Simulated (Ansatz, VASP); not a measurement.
**One calculation of SiO2, two programs**

```
CELL_PARAMETERS angstrom
3.77416 0.00000 0.00000
0.00000 3.77416 0.00000
0.00000 0.00000 3.77416
ATOMIC_POSITIONS crystal
Si 0.00000 0.00000 0.00000
Si 0.50000 0.50000 0.50000
O 0.25000 0.25000 0.25000
O 0.25000 0.75000 0.75000
O 0.75000 0.75000 0.25000
O 0.75000 0.25000 0.75000
```

Alike in both runs: task relaxation of cell and atoms; functional r2SCAN; k mesh 6 × 6 × 6; occupations gaussian, width 0.02 eV; no spin polarisation.

|  | VASP | Ansatz |
| --- | --- | --- |
| version | VASP 6.6.1 | Ansatz 0.2.0 |
| potentials or method | VASP PAW PBE potentials, release 64 (Si, O), cutoff 600 eV | scalar-relativistic, plane waves, PAW |
| valence electrons in the cell | 32 | 32 |

Ansatz gave:

* gap on the k mesh at the Fermi level, each at its own relaxed structure (eV): 5.74
* relaxed volume (Å³/atom): 8.96
* relaxed length of the cell vector where the two differ most in proportion (Å): 3.774

**Question.** Which values does VASP return?

**Answer.** gap on the k mesh at the Fermi level, each at its own relaxed structure (eV): 5.75; relaxed volume (Å³/atom): 8.96; relaxed length of the cell vector where the two differ most in proportion (Å): 3.774.

VASP's potentials were made for PBE, not for r2SCAN.

Noted on VASP's run: the relaxation stopped at its first step, so nothing moved.
